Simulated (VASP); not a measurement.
Runs of VASP 6.6.1 on BiTe5. The structure is that of space group F-43m (No. 216), or close to it. The cells are those of the table. 

```csv
task,cell,k mesh,cutoff (eV),gap on the mesh (eV),pressure (GPa),relaxed volume (Å³/atom)
relaxation of cell and atoms,"relaxed from a = 6.366 Å, angles 60.0°, 6 atoms",8 × 8 × 8,600,none,0.0,30.34
single point,"a = 6.366 Å, angles 60.0°, 6 atoms",8 × 8 × 8,520,none,(a),-
relaxation of cell and atoms,"relaxed from a = 6.614 Å, angles 60.0°, 6 atoms",8 × 8 × 8,600,none,0.0,30.31
single point,"a = 6.614 Å, angles 60.0°, 6 atoms",4 × 4 × 4,520,none,-3.7,-
```

Alike in all rows: level PBE; potentials or basis VASP PAW PBE potentials, release 64 (Bi_d, Te); no spin polarisation; smearing gaussian 0.1 eV.

Question: Estimate the missing entries.

Answer: (a) -0.1.

Caveats: spin-orbit coupling is left out, which moves the levels of the heavy elements.

A k mesh can miss the band edges, and the runs leave out spin-orbit coupling on Bi, Te.

A gap of «none» marks levels without a gap at the run's occupations.
